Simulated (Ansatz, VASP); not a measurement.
# One calculation of As2Se, two programs

```
As Se
1.0
     0.00000    3.94136    3.94136
     3.94136    0.00000    3.94136
     3.94136    3.94136    0.00000
As Se
4 2
Direct
  0.12500 0.12500 0.12500
  0.62500 0.12500 0.12500
  0.12500 0.12500 0.62500
  0.12500 0.62500 0.12500
  0.50000 0.50000 0.50000
  0.75000 0.75000 0.75000
```

Change from the starting cell: species swapped into the HoPt2 type (Fd-3m, No. 227).

Alike in both runs: functional PBE; k mesh 4 × 4 × 4; occupations gaussian, width 0.1 eV; no spin polarisation.

Ansatz relaxed the structure, and its values are those at the end. VASP's run is a single point on that final structure, the one shown.

```csv
,VASP,Ansatz
version,VASP 6.6.1,Ansatz 0.2.0
potentials or method,"VASP PAW PBE potentials, release 64 (As, Se), cutoff 520 eV","scalar-relativistic, plane waves, PAW"
valence electrons in the cell,32,92
```

```tsv
	VASP	Ansatz	Ansatz less VASP
gap on the k mesh at the Fermi level (eV)	none	none	-
pressure (GPa)	0.1	0.0	-0.07
```

A gap of «none» marks a metal or a gap that the smearing closes. VASP's potentials hold 32 valence electrons a cell and Ansatz's 92, so a difference there can come from the potentials and not from the codes.
